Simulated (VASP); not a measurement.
Ir: single point with PBEsol

The system is Ir.

```xyz
1
Lattice="0.0000 1.9200 1.9200 1.9200 0.0000 1.9200 1.9200 1.9200 0.0000" Properties=species:S:1:pos:R:3 pbc="T T T"
Ir    0.0000    0.0000    0.0000
```

- Program: VASP 6.6.1
- Task: single point
- Functional: PBEsol
- Potentials or basis: VASP PAW PBE potentials, release 64 (Ir)
- Cutoff: 500 eV
- k mesh: 8 × 8 × 8
- Occupations: gaussian, width 0.1 eV
- Spin: no spin polarisation

```
Pressure : -0.5 GPa
```

Levels at points of the mesh, in eV from the Fermi level:
```
           k point  band 2  band 3  band 4  band 5  band 6  band 7
(0.00, 0.00, 0.00)   -3.96   -3.96   -3.96   -1.23   -1.23   14.25
(0.50, 0.00, 0.00)   -4.04   -4.04   -0.87    0.86    0.86    7.17
(0.50, 0.50, 0.00)   -7.42    0.84    1.42    1.42    1.59   10.41
```

Run time: 5.1 s on 1 thread of AMD EPYC 7R13 Processor (Zen 3) (shared host), peak memory 0.09 GiB.

Caveat: the PAW data sets were made with another functional, which shifts forces and pressure a little; spin-orbit coupling is left out, which moves the levels of the heavy elements.
